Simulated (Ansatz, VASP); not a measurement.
# One calculation of Na2AlHgCl6, two programs

```
Na Al Hg Cl
1.0
     0.00000    5.21575    5.21575
     5.21575    0.00000    5.21575
     5.21575    5.21575    0.00000
Na Al Hg Cl
2 1 1 6
Direct
  0.75000 0.75000 0.75000
  0.25000 0.25000 0.25000
  0.00000 0.00000 0.00000
  0.50000 0.50000 0.50000
  0.75513 0.24487 0.24487
  0.24487 0.24487 0.75513
  0.24487 0.75513 0.75513
  0.24487 0.75513 0.24487
  0.75513 0.24487 0.75513
  0.75513 0.75513 0.24487
```

Alike in both runs: task single point; functional PBE; k mesh 6 × 6 × 6; occupations gaussian, width 0.1 eV; no spin polarisation.

|  | VASP | Ansatz |
| --- | --- | --- |
| version | VASP 6.6.1 | Ansatz 0.2.0 |
| potentials or method | VASP PAW PBE potentials, release 64 (Na_pv, Al, Hg, Cl), cutoff 520 eV | scalar-relativistic, plane waves, PAW |
| valence electrons in the cell | 71 | 83 |

|  | VASP | Ansatz | Ansatz less VASP |
| --- | --- | --- | --- |
| gap on the k mesh at the Fermi level (eV) | none | none | - |
| pressure (GPa) | -1.3 | -1.3 | -0.02 |
| rms of the force components (eV/Å) | 0.598 | 0.582 | -0.0157 |

Atom by atom the forces differ by 0.016 eV/Å (rms over components). A gap of «none» marks a metal or a gap that the smearing closes. VASP's potentials hold 71 valence electrons a cell and Ansatz's 83, so a difference there can come from the potentials and not from the codes.

Spin-orbit coupling is off throughout.
